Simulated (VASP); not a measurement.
# C (I4_1/amd) in VASP: further runs

Runs on C. Level: PBE. Tasks: single point.

Everything below comes from runs of VASP 6.6.1. Logs are shortened: lines on timing, memory, paths and dates and some standing lists are left out, and cuts for length are marked.

## Step 1: The cell of the first run

Symmetry: I4_1/amd, No. 141, tetragonal system. The conventional cell has a = 2.446 Å, b = 2.446 Å, c = 3.567 Å, α = 90.00°, β = 90.00°, γ = 90.00°. C (site symmetry -4m2) has 4 C at 1.51 Å within 2.0 Å.

## Step 2: Single point, PBE (strain -0.030 along x and y, +0.000 along z)

INCAR reads:

```
PREC = Accurate
ENCUT = 520
EDIFF = 1E-6
ISMEAR = 0
SIGMA = 0.05
LREAL = False
LASPH = True
NELM = 80
ALGO = Normal
ISIF = 2
LWAVE = False
LCHARG = False
GGA = PE
NBANDS = 11
```

KPOINTS reads:

```
regular mesh
0
Gamma
  12 12 12
```

POSCAR reads:

```
C
1.0
    0.0000000000      1.7298980000      1.7834000000
    1.7298980000      0.0000000000      1.7834000000
    1.7298980000      1.7298980000      0.0000000000
C
2
Direct
    0.5000000000      0.5000000000      0.5000000000
    0.7500000000      0.7500000000      0.7500000000
```

Potentials or basis: VASP PAW PBE potentials, release 64 (C).

Run with:

```bash
> cat potpaw_PBE.64/C/POTCAR > POTCAR
> mpirun -np 1 vasp_std > vasp.out
```

OUTCAR:

```text
PREC = Accurate
   ENCUT = 520
   EDIFF = 1E-6
   ISMEAR = 0
   LREAL = False
   LASPH = True
   NELM = 80
   ISIF = 2
   GGA = PE

 ion  position               nearest neighbor table
   1  0.500  0.500  0.500-   2 1.51   2 1.51   2 1.51   2 1.51
   2  0.750  0.750  0.750-   1 1.51   1 1.51   1 1.51   1 1.51

  LATTYP: Found a body centered tetragonal cell.
 ALAT       =     2.4464452131
 C/A-ratio  =     1.4579521262

  Lattice vectors:

 A1 = (  -1.7298980000,   0.0000000000,   1.7834000000)
 A2 = (   1.7298980000,   0.0000000000,   1.7834000000)
 A3 = (   0.0000000000,   1.7298980000,  -1.7834000000)

Analysis of symmetry for initial positions (statically):
=====================================================================
 Subroutine PRICEL returns:
 Original cell was already a primitive cell.

 Routine SETGRP: Setting up the symmetry group for a
 body centered tetragonal supercell.

 Subroutine GETGRP returns: Found 16 space group operations
 (whereof  8 operations were pure point group operations)
 out of a pool of 16 trial point group operations.

The static configuration has the point symmetry D_2d.
 The point group associated with its full space group is D_4h.

Analysis of symmetry for dynamics (positions and initial velocities):
=====================================================================
 Subroutine PRICEL returns:
 Original cell was already a primitive cell.

 Routine SETGRP: Setting up the symmetry group for a
 body centered tetragonal supercell.

 Subroutine GETGRP returns: Found 16 space group operations
 (whereof  8 operations were pure point group operations)
 out of a pool of 16 trial point group operations.

The dynamic configuration has the point symmetry D_2d.
 The point group associated with its full space group is D_4h.

 Subroutine INISYM returns: Found 16 space group operations
 (whereof  8 operations are pure point group operations),
 and found     1 'primitive' translations

----------------------------------------------------------------------------------------

                                     Primitive cell

  volume of cell :      10.6738

  direct lattice vectors                    reciprocal lattice vectors
     0.000000000  1.729898000  1.783400000    -0.289034382  0.289034382  0.280363351
     1.729898000  0.000000000  1.783400000     0.289034382 -0.289034382  0.280363351
     1.729898000  1.729898000  0.000000000     0.289034382  0.289034382 -0.280363351

  length of vectors
     2.484564882  2.484564882  2.446445213     0.495666578  0.495666578  0.495666578
[... 84 lines left out ...]
   NSW    =      0    number of steps for IOM
   IBRION =     -1    ionic relax: 0-MD 1-quasi-New 2-CG
   NFREE  =      0    steps in history (QN), initial steepest desc. (CG)
   ISIF   =      2    stress and relaxation
   ISYM   =      2    0-nonsym 1-usesym 2-fastsym
   POTIM  = 0.5000    time-step for ionic-motion
   TEBEG  =    0.0;   TEEND  =   0.0 temperature during run
   PSTRESS=    0.0 pullay stress
   NELECT =       8.0000    total number of electrons
   NUPDOWN=      -1.0000    fix difference up-down
   EMIN   =  10.00;   EMAX   =-10.00  energy-range for DOS
   EFERMI =   0.00;   METHOD = LEGACY
   ISMEAR =     0;   SIGMA  =   0.05  broadening in eV -4-tet -1-fermi 0-gaus
   EFERMI_NEDOS =   21; number of points for ismear=-14 and -15
   IALGO  =     38    algorithm
   IMIX   =      4    mixing-type and parameters
     AMIX     =   0.40;   BMIX     =  1.00
     AMIX_MAG =   1.60;   BMIX_MAG =  1.00
  volume/ion in A,a.u.               =       5.34        36.02
  Fermi-wavevector in a.u.,A,eV,Ry     =   1.487071  2.810156 30.087636  2.211379
  Thomas-Fermi vector in A             =   2.600277
   LORBIT       =      0    0 simple, 1 ext, 2 COOP (PROOUT), +10 PAW based schemes
   GGA     = PE    functional components
   LHFCALC =     F    Hartree Fock is set to
   AEXX    =    0.0000 exact exchange contribution
   IVDW    =     0    specifies the selected vdW correction
   LEPSILON=     F    determine dielectric tensor
   LRPA    =     F    only Hartree local field effects (RPA)
 non-spin polarized calculation
 Gauss-broadening in eV      SIGMA  =   0.05
  energy-cutoff  :      520.00
  volume of cell :       10.67
 maximum number of plane-waves:       302
   NGX =  9   NGY =  9   NGZ =  9

 number of electron       8.0000001 magnetization

 Free energy of the ion-electron system (eV)
  ---------------------------------------------------
  ext. energy  EPLUGINS =         0.00000000
  ---------------------------------------------------
  free energy    TOTEN  =       -18.09298682 eV

  energy without entropy =      -18.09298682  energy(sigma->0) =      -18.09298682

 E-fermi :  10.9882     XC(G=0): -13.5600

 val. band max:       10.7976770355   @ k =   0.0000   0.0000   0.0000
 cond. band min:      14.6905585159   @ k =   0.3333   0.0000   0.3333
 fundamental gap:      3.8928814803
 Fermi energy:        10.9881689035

 k-point     1 :       0.0000    0.0000    0.0000
  band No.  band energies     occupation
      1     -11.6808      2.00000
      2      10.3016      2.00000
      3      10.7977      2.00000
      4      10.7977      2.00000
      5      16.2707      0.00000
      6      16.2707      0.00000
      7      16.6589      0.00000
      8      25.3706      0.00000
      9      30.7354      0.00000
     10      36.8887      0.00000
     11      37.7512      0.00000
[... 309 lines left out ...]
 k-point    24 :      -0.4167    0.1667    0.0000
  band No.  band energies     occupation
      1      -5.0994      2.00000
      2      -2.5931      2.00000
      3       4.5633      2.00000
      4       7.1487      2.00000
      5      18.8040      0.00000
      6      21.3177      0.00000
      7      22.3635      0.00000
      8      26.9027      0.00000
      9      30.9924      0.00000
     10      35.5543      0.00000
     11      36.2960      0.00000

 [... further k-points ...]
[... 5 lines left out ...]
  --------------------------------------------------------------------------------------
  -------------------------------------------------------------------------------------
  Total        2.8653039      2.8653039      0.7899293      0.0000000     -0.0000000     -0.0000000
  in kB      430.0921613    430.0921613    118.5711569      0.0000000     -0.0000000     -0.0000000
  external PRESSURE =     326.2518265 kB  Pullay stress =       0.0000000 kB

 VOLUME and BASIS-vectors are now :
 -----------------------------------------------------------------------------
  energy-cutoff  :      520.00
  volume of cell :       10.67
      direct lattice vectors                 reciprocal lattice vectors
     0.000000000  1.729898000  1.783400000    -0.289034382  0.289034382  0.280363351
     1.729898000  0.000000000  1.783400000     0.289034382 -0.289034382  0.280363351
     1.729898000  1.729898000  0.000000000     0.289034382  0.289034382 -0.280363351

 POSITION                                       TOTAL-FORCE (eV/Angst)
 -----------------------------------------------------------------------------------
      1.72990      1.72990      1.78340         0.000000      0.000000      0.000000
      2.59485      2.59485      2.67510        -0.000000     -0.000000     -0.000000
 -----------------------------------------------------------------------------------
    total drift:                                0.000000     -0.000000      0.000000

  FREE ENERGIE OF THE ION-ELECTRON SYSTEM (eV)
  ---------------------------------------------------
  free  energy   TOTEN  =       -18.0929868242 eV

  energy  without entropy=      -18.0929868242  energy(sigma->0) =      -18.09298682
```

It took 12 s on 1 thread of AMD EPYC 7R43 (Zen 3), shared host; peak memory 0.09 GiB.

Results:

| Quantity | Value |
| --- | --- |
| Free energy | -18.0930 eV |
| Pressure | 32.6 GPa |
| Band gap on the k mesh | 3.89 eV, indirect (least direct gap 5.47 eV) |

Caveat: the cell differs from its parent crystal (strain -0.030 along x and y, +0.000 along z). A k mesh can miss the band edges.

## Step 3: Single point, PBE (strain -0.030 along x and y, -0.015 along z)

INCAR reads:

```
ALGO = Normal
EDIFF = 1E-6
ENCUT = 520
GGA = PE
ISIF = 2
ISMEAR = 0
LASPH = True
LCHARG = True
LELF = True
LREAL = False
LVHAR = True
LWAVE = False
NBANDS = 11
NELM = 60
PREC = Accurate
SIGMA = 0.05
```

KPOINTS reads:

```
k-points
0
Gamma
  12 12 12
```

POSCAR reads:

```
C
1.0
    0.0000000000      1.7298980000      1.7566490000
    1.7298980000      0.0000000000      1.7566490000
    1.7298980000      1.7298980000      0.0000000000
C
2
Direct
    0.5000000000      0.5000000000      0.5000000000
    0.7500000000      0.7500000000      0.7500000000
```

Potentials or basis: VASP PAW PBE potentials, release 64 (C).

Run with:

```bash
> cat potpaw_PBE.64/C/POTCAR > POTCAR
> mpirun -np 1 vasp_std > vasp.out
```

OUTCAR:

```text
EDIFF = 1E-6
   ENCUT = 520
   GGA = PE
   ISIF = 2
   ISMEAR = 0
   LASPH = True
   LREAL = False
   NELM = 60
   PREC = Accurate

 ion  position               nearest neighbor table
   1  0.500  0.500  0.500-   2 1.51   2 1.51   2 1.51   2 1.51
   2  0.750  0.750  0.750-   1 1.51   1 1.51   1 1.51   1 1.51

  LATTYP: Found a body centered tetragonal cell.
 ALAT       =     2.4464452131
 C/A-ratio  =     1.4360828443

  Lattice vectors:

 A1 = (  -1.7298980000,   0.0000000000,   1.7566490000)
[... 514 lines left out ...]
      5      18.9054      0.00000
      6      21.6183      0.00000
      7      22.9403      0.00000
      8      27.2825      0.00000
      9      31.3060      0.00000
     10      35.9335      0.00000
     11      36.8894      0.00000

 [... further k-points ...]
[... 5 lines left out ...]
  --------------------------------------------------------------------------------------
  -------------------------------------------------------------------------------------
  Total        3.0439939      3.0439939      2.0140352      0.0000000      0.0000000      0.0000000
  in kB      463.8722296    463.8722296    306.9175089      0.0000000      0.0000000      0.0000000
  external PRESSURE =     411.5539894 kB  Pullay stress =       0.0000000 kB

 VOLUME and BASIS-vectors are now :
 -----------------------------------------------------------------------------
  energy-cutoff  :      520.00
  volume of cell :       10.51
      direct lattice vectors                 reciprocal lattice vectors
     0.000000000  1.729898000  1.756649000    -0.289034382  0.289034382  0.284632844
     1.729898000  0.000000000  1.756649000     0.289034382 -0.289034382  0.284632844
     1.729898000  1.729898000  0.000000000     0.289034382  0.289034382 -0.284632844

 POSITION                                       TOTAL-FORCE (eV/Angst)
 -----------------------------------------------------------------------------------
      1.72990      1.72990      1.75665         0.000000      0.000000      0.000000
      2.59485      2.59485      2.63497        -0.000000     -0.000000      0.000000
 -----------------------------------------------------------------------------------
    total drift:                                0.000000     -0.000000      0.000000

  FREE ENERGIE OF THE ION-ELECTRON SYSTEM (eV)
  ---------------------------------------------------
  free  energy   TOTEN  =       -18.0715145878 eV

  energy  without entropy=      -18.0715145878  energy(sigma->0) =      -18.07151459
```

OSZICAR:

```text
N       E                     dE             d eps       ncg     rms          rms(c)
DAV:   1     0.201085734044E+01    0.20109E+01   -0.48683E+03  3744   0.707E+02
DAV:   2    -0.185166134716E+02   -0.20527E+02   -0.19995E+02  4648   0.133E+02
DAV:   3    -0.188667345809E+02   -0.35012E+00   -0.34921E+00  4194   0.133E+01
DAV:   4    -0.188672153625E+02   -0.48078E-03   -0.48077E-03  3865   0.621E-01
DAV:   5    -0.188672158444E+02   -0.48182E-06   -0.48180E-06  4102   0.183E-02    0.613E+00
DAV:   6    -0.182700353852E+02    0.59718E+00   -0.31185E-01  3661   0.400E+00    0.367E+00
DAV:   7    -0.180694403457E+02    0.20060E+00   -0.37350E-01  3859   0.443E+00    0.887E-01
DAV:   8    -0.180714603627E+02   -0.20200E-02   -0.99619E-03  3810   0.764E-01    0.463E-02
DAV:   9    -0.180714938754E+02   -0.33513E-04   -0.62047E-05  4233   0.635E-02    0.261E-02
DAV:  10    -0.180715144726E+02   -0.20597E-04   -0.14206E-05  3851   0.341E-02    0.540E-03
DAV:  11    -0.180715145878E+02   -0.11522E-06   -0.24000E-07  3164   0.462E-03
   1 F= -.18071515E+02 E0= -.18071515E+02  d E =-.844085E-11
```

stdout:

```text
POSCAR found type information on POSCAR C
 POSCAR found :  1 types and       2 ions
 scaLAPACK will be used
 LDA part: xc-table for (Slater+PW92), standard interpolation
 POSCAR, INCAR and KPOINTS ok, starting setup
 FFT: planning ... GRIDC
 FFT: planning ... GRID_SOFT
 FFT: planning ... GRID
 WAVECAR not read
 entering main loop
```

Wall time 13 s (1 thread of AMD EPYC 7R43 (Zen 3), shared host); peak memory 0.09 GiB.

What came out:

| Quantity | Value |
| --- | --- |
| Free energy | -18.0715 eV |
| Pressure | 41.2 GPa |
| Band gap on the k mesh | 4.12 eV, indirect (least direct gap 5.65 eV) |

Levels at points of the mesh, in eV from the valence-band top:
| k point | band 2 | band 3 | band 4 | band 5 | band 6 | band 7 |
| --- | --- | --- | --- | --- | --- | --- |
| (0.00, 0.00, 0.00) | -0.25 | 0.00 | 0.00 | 5.65 | 5.65 | 5.85 |
| (0.50, 0.00, 0.00) | -14.33 | -3.23 | -2.94 | 8.54 | 8.77 | 9.89 |
| (0.50, 0.50, 0.00) | -13.57 | -6.69 | -6.69 | 5.09 | 5.09 | 17.86 |
| (0.50, 0.00, 0.50) | -13.32 | -6.93 | -6.93 | 4.71 | 4.71 | 17.93 |

Caveat: the cell differs from its parent crystal (strain -0.030 along x and y, -0.015 along z).

## Step 4: Single point, PBE (strain -0.015 along x and y, -0.030 along z)

INCAR reads:

```
ALGO     = Normal         # electronic algorithm
EDIFF    = 1E-6           # SCF threshold, eV
ENCUT    = 520            # plane-wave cutoff, eV
GGA      = PE             # functional
ISIF     = 2              # what is computed and relaxed
ISMEAR   = 0              # smearing method
LASPH    = T              # aspherical terms in the spheres
LCHARG   = T              # write CHGCAR
LELF     = T              # ELF
LREAL    = F              # projectors in reciprocal space
LVHAR    = T            
LWAVE    = F              # write WAVECAR
NBANDS   = 11             # bands
NELM     = 80             # most SCF steps
PREC     = Accurate       # precision mode
SIGMA    = 0.05           # smearing width, eV
```

KPOINTS is that of step 3.

POSCAR reads:

```
C
1.0
    0.0000000000      1.7566490000      1.7298980000
    1.7566490000      0.0000000000      1.7298980000
    1.7566490000      1.7566490000      0.0000000000
C
2
Direct
    0.5000000000      0.5000000000      0.5000000000
    0.7500000000      0.7500000000      0.7500000000
```

Run with:

```bash
> cat potpaw_PBE.64/C/POTCAR > POTCAR
> mpirun -np 1 vasp_std > vasp.out
```

It took 13 s on 1 thread of AMD EPYC 7R43 (Zen 3), shared host; peak memory 0.08 GiB.

The run converged. Its results:

```yaml
Free_energy: -18.1092 eV
Pressure: 32.5 GPa
Band_gap_on_the_k_mesh: 3.89 eV, indirect (least direct gap 5.47 eV)
```

Stress tensor (GPa, compression positive):
```
27.51  0.00  0.00
 0.00 27.51  0.00
 0.00  0.00 42.47
```

Levels at points of the mesh, in eV from the valence-band top:
| k point | band 2 | band 3 | band 4 | band 5 | band 6 | band 7 |
| --- | --- | --- | --- | --- | --- | --- |
| (0.00, 0.00, 0.00) | -0.24 | -0.24 | 0.00 | 5.47 | 5.67 | 5.67 |
| (0.50, 0.00, 0.00) | -14.22 | -3.26 | -2.97 | 8.48 | 8.54 | 9.62 |
| (0.50, 0.50, 0.00) | -13.19 | -6.99 | -6.99 | 4.48 | 4.48 | 17.64 |
| (0.50, 0.00, 0.50) | -13.45 | -6.75 | -6.75 | 4.85 | 4.85 | 17.55 |

Caveat: the cell differs from its parent crystal (strain -0.015 along x and y, -0.030 along z).

## Step 5: Single point, PBE (strain -0.030 along x and y, +0.030 along z)

INCAR reads:

```
SYSTEM = C
  PREC = Accurate
  ENCUT = 520
  EDIFF = 1E-6
  ISMEAR = 0
  SIGMA = 0.05
  LREAL = .FALSE.
  LASPH = .TRUE.
  NELM = 60
  ALGO = Normal
  ISIF = 2
  LWAVE = .FALSE.
  LCHARG = .FALSE.
  GGA = PE
  NBANDS = 11
```

KPOINTS reads:

```
regular mesh
0
G
  12 12 12
  0 0 0
```

POSCAR reads:

```
C
1.0
    0.0000000000      1.7298980000      1.8369020000
    1.7298980000      0.0000000000      1.8369020000
    1.7298980000      1.7298980000      0.0000000000
C
2
Direct
    0.5000000000      0.5000000000      0.5000000000
    0.7500000000      0.7500000000      0.7500000000
```

Run with:

```bash
> cat potpaw_PBE.64/C/POTCAR > POTCAR
> mpirun -np 1 vasp_std > vasp.out
```

Run time: 14 s. Hardware: 1 thread of AMD EPYC 7R43 (Zen 3), shared host; peak memory 0.09 GiB.

Results (log left out):

| Property | Result |
| --- | --- |
| Free energy | -18.0813 eV |
| Pressure | 17.2 GPa |
| Band gap on the k mesh | 3.45 eV, indirect (least direct gap 5.13 eV) |

Stress tensor (GPa, compression positive):
```
 37.64   0.00   0.00
  0.00  37.64   0.00
  0.00   0.00 -23.59
```

Levels at points of the mesh, in eV from the valence-band top:
| k point | band 2 | band 3 | band 4 | band 5 | band 6 | band 7 |
| --- | --- | --- | --- | --- | --- | --- |
| (0.00, 0.00, 0.00) | -0.99 | 0.00 | 0.00 | 5.13 | 5.13 | 5.88 |
| (0.50, 0.00, 0.00) | -14.04 | -3.78 | -2.63 | 7.22 | 8.52 | 9.72 |
| (0.50, 0.50, 0.00) | -13.94 | -6.19 | -6.19 | 5.47 | 5.47 | 16.71 |
| (0.50, 0.00, 0.50) | -12.99 | -7.09 | -7.09 | 4.04 | 4.04 | 16.86 |

Caveat: the cell differs from its parent crystal (strain -0.030 along x and y, +0.030 along z). A k mesh can miss the band edges.

## Step 6: Single point, PBE (strain +0.000 along x and y, -0.030 along z)

INCAR reads:

```
  ALGO = Normal
  EDIFF = 1E-6
  ENCUT = 520
  GGA = PE
  ISIF = 2
  ISMEAR = 0
  LASPH = T
  LCHARG = F
  LREAL = F
  LWAVE = F
  NBANDS = 11
  NELM = 80
  PREC = Accurate
  SIGMA = 0.05
```

KPOINTS reads:

```
k-points
0
Gamma
  12 12 12
```

POSCAR reads:

```
C
1.0
    0.0000000000      1.7834000000      1.7298980000
    1.7834000000      0.0000000000      1.7298980000
    1.7834000000      1.7834000000      0.0000000000
C
2
Direct
    0.5000000000      0.5000000000      0.5000000000
    0.7500000000      0.7500000000      0.7500000000
```

Potentials or basis: VASP PAW PBE potentials, release 64 (C).

Run with:

```bash
> cat potpaw_PBE.64/C/POTCAR > POTCAR
> mpirun -np 1 vasp_std > vasp.out
```

Run time: 13 s. Hardware: 1 thread of AMD EPYC 7R43 (Zen 3), shared host; peak memory 0.09 GiB.

Results (log left out):

| Item | Value |
| --- | --- |
| Free energy | -18.1448 eV |
| Pressure | 16.7 GPa |
| Band gap on the k mesh | 3.44 eV, indirect (least direct gap 5.13 eV) |

Stress tensor (GPa, compression positive):
```
 7.28  0.00  0.00
 0.00  7.28  0.00
 0.00  0.00 35.61
```

Levels at points of the mesh, in eV from the valence-band top:
| k point | band 2 | band 3 | band 4 | band 5 | band 6 | band 7 |
| --- | --- | --- | --- | --- | --- | --- |
| (0.00, 0.00, 0.00) | -0.45 | -0.45 | 0.00 | 5.13 | 5.51 | 5.51 |
| (0.50, 0.00, 0.00) | -14.01 | -3.45 | -2.91 | 8.06 | 8.15 | 9.32 |
| (0.50, 0.50, 0.00) | -12.95 | -7.09 | -7.09 | 4.04 | 4.04 | 17.07 |
| (0.50, 0.00, 0.50) | -13.44 | -6.62 | -6.62 | 4.77 | 4.77 | 16.87 |

Caveat: the cell differs from its parent crystal (strain +0.000 along x and y, -0.030 along z). A k mesh can miss the band edges.

## Step 7: Summary

```tsv
cell	gap on the mesh (eV)	pressure (GPa)
a = 2.485, b = 2.485, c = 2.446 Å, angles 60.5, 60.5, 59.0°, 2 atoms	3.89	32.6
a = 2.465, b = 2.465, c = 2.446 Å, angles 60.3, 60.3, 59.5°, 2 atoms	4.12	41.2
a = 2.465, b = 2.465, c = 2.484 Å, angles 59.7, 59.7, 60.5°, 2 atoms	3.89	32.5
a = 2.523, b = 2.523, c = 2.446 Å, angles 61.0, 61.0, 58.0°, 2 atoms	3.45	17.2
a = 2.485, b = 2.485, c = 2.522 Å, angles 59.5, 59.5, 61.0°, 2 atoms	3.44	16.7
```

Alike in all rows: task single point; level PBE; potentials or basis VASP PAW PBE potentials, release 64 (C); no spin polarisation; k mesh 12 × 12 × 12; cutoff (eV) 520; smearing gaussian 0.05 eV.

Total energies depend on the potentials used, so only differences within one code and one set of settings carry meaning.
